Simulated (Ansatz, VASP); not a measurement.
One calculation of TiMoSe4, two programs

```
Ti Mo Se
1.0
     0.00000    3.89591    3.89591
     3.89591    0.00000    3.89591
     3.89591    3.89591    0.00000
Ti Mo Se
1 1 4
Cartesian
  1.9480 1.9480 1.9480
  0.0000 0.0000 0.0000
  2.9234 4.8684 2.9234
  4.8684 2.9234 2.9234
  4.8684 4.8684 4.8684
  2.9234 2.9234 4.8684
```

Change from the starting cell: species swapped into the HfZrFe4 type (F-43m, No. 216).

Alike in both runs: functional PBE; k mesh 3 × 3 × 3; occupations gaussian, width 0.15 eV; collinear spin.

Ansatz relaxed the structure, and its values are those at the end. VASP's run is a single point on that final structure, the one shown.

|  | VASP | Ansatz |
| --- | --- | --- |
| version | VASP 6.6.1 | Ansatz 0.2.0 |
| potentials or method | VASP PAW PBE potentials, release 64 (Ti_sv, Mo_sv, Se), cutoff 520 eV | scalar-relativistic, plane waves, PAW |
| valence electrons in the cell | 50 | 90 |

```csv
,VASP,Ansatz,Ansatz less VASP
gap on the k mesh at the Fermi level (eV),none,none,-
pressure (GPa),0.0,-0.1,-0.07
rms of the force components (eV/Å),0.011,0.011,0.0000
net moment per atom (μB),0.18,0.18,+0.001
size of the moment on the site where the two differ most (μB),0.73,0.80,+0.061
```

Site moments also hang on the region over which each program counts them. A gap of «none» marks a metal or a gap that the smearing closes. VASP's potentials hold 50 valence electrons a cell and Ansatz's 90, so a difference there can come from the potentials and not from the codes. Ansatz's warnings: seeded moment not kept.

The k mesh is coarse, so the values compare programs but aren't converged.
